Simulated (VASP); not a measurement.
# SnO in VASP: further runs

SnO is run at these levels: PBE+D3(BJ); tasks: single point.

Everything below comes from runs of VASP 6.6.1. Logs are shortened: lines on timing, memory, paths and dates and some standing lists are left out, and cuts for length are marked.

## Step 1: The cell of the first run

The cell holds a slab with vacuum, 8 atoms: a = 3.820 Å, b = 3.820 Å, c = 22.226 Å, α = 90.00°, β = 90.00°, γ = 90.00°.

## Step 2: Single point, PBE+D3(BJ) (layers slid over each other)

Input file INCAR:

```
SYSTEM = SnO
ALGO     = Normal         ! electronic algorithm
DIPOL    = 0.5 0.5 0.394
EDIFF    = 1E-6           ! SCF threshold, eV
ENCUT    = 520            ! plane-wave cutoff, eV
GGA      = PE             ! functional
IDIPOL   = 3            
ISIF     = 2              ! what is computed and relaxed
ISMEAR   = 0              ! smearing method
IVDW     = 12             ! dispersion correction
LASPH    = .TRUE.         ! aspherical terms in the spheres
LCHARG   = .TRUE.         ! write CHGCAR
LDIPOL   = .TRUE.       
LELF     = .TRUE.         ! ELF
LREAL    = .FALSE.        ! projectors in reciprocal space
LVACPOTAV= .TRUE.       
LVHAR    = .TRUE.       
LWAVE    = .FALSE.        ! write WAVECAR
NBANDS   = 50             ! bands
NELM     = 100            ! most SCF steps
PREC     = Accurate       ! precision mode
SIGMA    = 0.05           ! smearing width, eV
```

Input file KPOINTS:

```
k-points
0
G
  7 7 1
  0 0 0
```

Input file POSCAR:

```
SnO
1.0
    3.8201528543      0.0002954551      0.0000000000
   -0.0003145191      3.8201528528      0.0000000000
    0.0000000000      0.0000000000     22.2260743460
Sn O
4 4
Direct
    0.9999452911      0.9999452911      0.2024649036
    0.4999452911      0.4999452911      0.3087831466
    0.6666119578      0.4999452911      0.4784037436
    1.1666119578      0.9999452911      0.5847219866
    0.9999461074      0.4999461074      0.2556240251
    0.4999461074      0.9999461074      0.2556240251
    0.6666111415      0.9999444748      0.5315628651
    1.1666111415      0.4999444748      0.5315628651
```

Potentials or basis: VASP PAW PBE potentials, release 64 (Sn_d, O).

Command:

```
> cat potpaw_PBE.64/Sn_d/POTCAR potpaw_PBE.64/O/POTCAR > POTCAR
> mpirun -np 1 vasp_std > vasp.out
```

OUTCAR:

```text
SYSTEM = SnO
   EDIFF = 1E-6
   ENCUT = 520
   GGA = PE
   ISIF = 2
   ISMEAR = 0
   IVDW = 12
   LASPH = .TRUE.
   LREAL = .FALSE.
   NELM = 100
   PREC = Accurate
 IVDW          = 12

 ion  position               nearest neighbor table
   1  1.000  1.000  0.202-   6 2.25   5 2.25   6 2.25   5 2.25   2 3.59   2 3.59   2 3.59   2 3.59

   2  0.500  0.500  0.309-   5 2.25   6 2.25   5 2.25   6 2.25   1 3.59   1 3.59   1 3.59   1 3.59

   3  0.667  0.500  0.478-   8 2.25   7 2.25   8 2.25   7 2.25   4 3.59   4 3.59   4 3.59   4 3.59

   4  0.167  1.000  0.585-   7 2.25   8 2.25   7 2.25   8 2.25   3 3.59   3 3.59   3 3.59   3 3.59

   5  1.000  0.500  0.256-   2 2.25   1 2.25   2 2.25   1 2.25
   6  0.500  1.000  0.256-   1 2.25   2 2.25   1 2.25   2 2.25
   7  0.667  1.000  0.532-   4 2.25   3 2.25   4 2.25   3 2.25
   8  0.167  0.500  0.532-   3 2.25   4 2.25   3 2.25   4 2.25

  LATTYP: Found a simple tetragonal cell.
 ALAT       =     3.8201528657
 C/A-ratio  =     5.8181112451

  Lattice vectors:

 A1 = (   3.8201528543,   0.0002954551,   0.0000000000)
 A2 = (  -0.0003145191,   3.8201528528,   0.0000000000)
 A3 = (   0.0000000000,   0.0000000000,  22.2260743460)

Analysis of symmetry for initial positions (statically):
=====================================================================
 Subroutine PRICEL returns:
 Original cell was already a primitive cell.

 Routine SETGRP: Setting up the symmetry group for a
 simple tetragonal supercell.

 Subroutine GETGRP returns: Found  4 space group operations
 (whereof  1 operations were pure point group operations)
 out of a pool of 16 trial point group operations.

The static configuration has the point symmetry C_1 .
 The point group associated with its full space group is C_2h.

Analysis of symmetry for dynamics (positions and initial velocities):
=====================================================================
 Subroutine PRICEL returns:
 Original cell was already a primitive cell.

 Routine SETGRP: Setting up the symmetry group for a
 simple tetragonal supercell.

 Subroutine GETGRP returns: Found  4 space group operations
 (whereof  1 operations were pure point group operations)
 out of a pool of 16 trial point group operations.

The dynamic configuration has the point symmetry C_1 .
 The point group associated with its full space group is C_2h.

 Subroutine INISYM returns: Found  4 space group operations
 (whereof  1 operations are pure point group operations),
 and found     1 'primitive' translations

----------------------------------------------------------------------------------------
[... 109 lines left out ...]
   EMIN   =  10.00;   EMAX   =-10.00  energy-range for DOS
   EFERMI =   0.00;   METHOD = LEGACY
   ISMEAR =     0;   SIGMA  =   0.05  broadening in eV -4-tet -1-fermi 0-gaus
   EFERMI_NEDOS =   21; number of points for ismear=-14 and -15
   IALGO  =     38    algorithm
   IMIX   =      4    mixing-type and parameters
     AMIX     =   0.40;   BMIX     =  1.00
     AMIX_MAG =   1.60;   BMIX_MAG =  1.00
  volume/ion in A,a.u.               =      40.54       273.61
  Fermi-wavevector in a.u.,A,eV,Ry     =   1.026668  1.940121 14.341186  1.054047
  Thomas-Fermi vector in A             =   2.160573
   LORBIT       =      0    0 simple, 1 ext, 2 COOP (PROOUT), +10 PAW based schemes
   GGA     = PE    functional components
   LHFCALC =     F    Hartree Fock is set to
   AEXX    =    0.0000 exact exchange contribution
   IVDW    =    12    specifies the selected vdW correction
   LEPSILON=     F    determine dielectric tensor
   LRPA    =     F    only Hartree local field effects (RPA)
 non-spin polarized calculation
 Gauss-broadening in eV      SIGMA  =   0.05
  energy-cutoff  :      520.00
  volume of cell :      324.36
 maximum number of plane-waves:      8769
   NGX = 15   NGY = 15   NGZ = 83

 dipolmoment           0.000000      0.000000     -0.000003 electrons x Angstroem

 number of electron      79.9999986 magnetization

 dipolmoment           0.000000      0.000000      0.000004 electrons x Angstroem

 Free energy of the ion-electron system (eV)
  ---------------------------------------------------
  ext. energy  EPLUGINS =         0.00000000
  ---------------------------------------------------
  free energy    TOTEN  =       -45.03415406 eV

  energy without entropy =      -45.03415406  energy(sigma->0) =      -45.03415406

 E-fermi :   0.2924     XC(G=0):  -5.2568

 val. band max:       -0.0126991974   @ k =   0.0000   0.2857   0.0000
 cond. band min:       1.9878720130   @ k =   0.0000   0.4286   0.0000
 fundamental gap:      2.0005712104
 Fermi energy:         0.2924099146

 k-point     1 :       0.0000    0.0000    0.0000
  band No.  band energies     occupation
      1     -21.0338      2.00000
      2     -21.0335      2.00000
      3     -20.6735      2.00000
      4     -20.6733      2.00000
      5     -20.6397      2.00000
      6     -20.6383      2.00000
[... 837 lines left out ...]
     49       5.8865      0.00000
     50       6.1634      0.00000

------------------------ aborting loop because EDIFF is reached ----------------------------------------

 Edisp (eV)   -1.27562

 E8    (eV) :    -0.5638

  FORCE on cell =-STRESS in cart. coord.  units (eV):
  Direction    XX          YY          ZZ          XY          YZ          ZX
  --------------------------------------------------------------------------------------
  -------------------------------------------------------------------------------------
  Total       0.51495     0.43566     1.27936     0.00000     0.00005     0.64949
  in kB       2.54363     2.15195     6.31947     0.00002     0.00025     3.20818
  external pressure =        3.67 kB  Pullay stress =        0.00 kB

 VOLUME and BASIS-vectors are now :
 -----------------------------------------------------------------------------
  energy-cutoff  :      520.00
  volume of cell :      324.36
      direct lattice vectors                 reciprocal lattice vectors
     3.820152854  0.000295455  0.000000000     0.261769629  0.000021552  0.000000000
    -0.000314519  3.820152853  0.000000000    -0.000020246  0.261769629  0.000000000
     0.000000000  0.000000000 22.226074346     0.000000000  0.000000000  0.044992201

 POSITION                                       TOTAL-FORCE (eV/Angst)
 -----------------------------------------------------------------------------------
      3.81963      3.82024      4.50000        -0.012402     -0.000001     -0.079801
      1.90971      1.91002      6.86304        -0.085762     -0.000007     -0.169924
      2.54640      1.91006     10.63304         0.085762      0.000007      0.169924
      0.63617      3.81999     12.99607         0.012402      0.000001      0.079801
      3.81979      1.91017      5.68152        -0.061224     -0.000005     -0.010517
      1.90956      3.82009      5.68152         0.024539      0.000002     -0.008284
      2.54624      3.82014     11.81456        -0.024539     -0.000002      0.008284
      0.63632      1.90991     11.81456         0.061224      0.000005      0.010517
 -----------------------------------------------------------------------------------
    total drift:                               -0.000012     -0.000002      0.000356

  FREE ENERGIE OF THE ION-ELECTRON SYSTEM (eV)
  ---------------------------------------------------
  free  energy   TOTEN  =       -46.3097764498 eV

  energy  without entropy=      -46.3097764498  energy(sigma->0) =      -46.30977645

 vacuum level on the upper side and lower side of the slab         4.954         4.954
```

It took 4.3 min on 1 thread of Intel Xeon Platinum 8488C (Sapphire Rapids), shared host; peak memory 0.43 GiB.

What came out:

- Free energy: -46.3098 eV
- Largest force: 0.190 eV/Å
- Band gap on the k mesh: 2.00 eV (least direct gap 2.20 eV)
- Dispersion energy per atom: -0.159 eV

Forces on the atoms (eV/Å):
```
Sn  -0.012  0.000 -0.080
Sn  -0.086  0.000 -0.170
Sn   0.086  0.000  0.170
Sn   0.012  0.000  0.080
O   -0.061  0.000 -0.011
O    0.025  0.000 -0.008
O   -0.025  0.000  0.008
O    0.061  0.000  0.011
```

Levels at points of the mesh, in eV from the valence-band top:
```
           k point  band 37  band 38  band 39  band 40  band 41  band 42  band 43  band 44
(0.00, 0.00, 0.00)    -2.11    -2.11    -0.91    -0.06     2.38     2.69     2.70     3.95
```

Caveat: the cell differs from its parent crystal (layers slid over each other); spin-orbit coupling is left out, which moves the levels of the heavy elements.

[end of part 1 of 2]
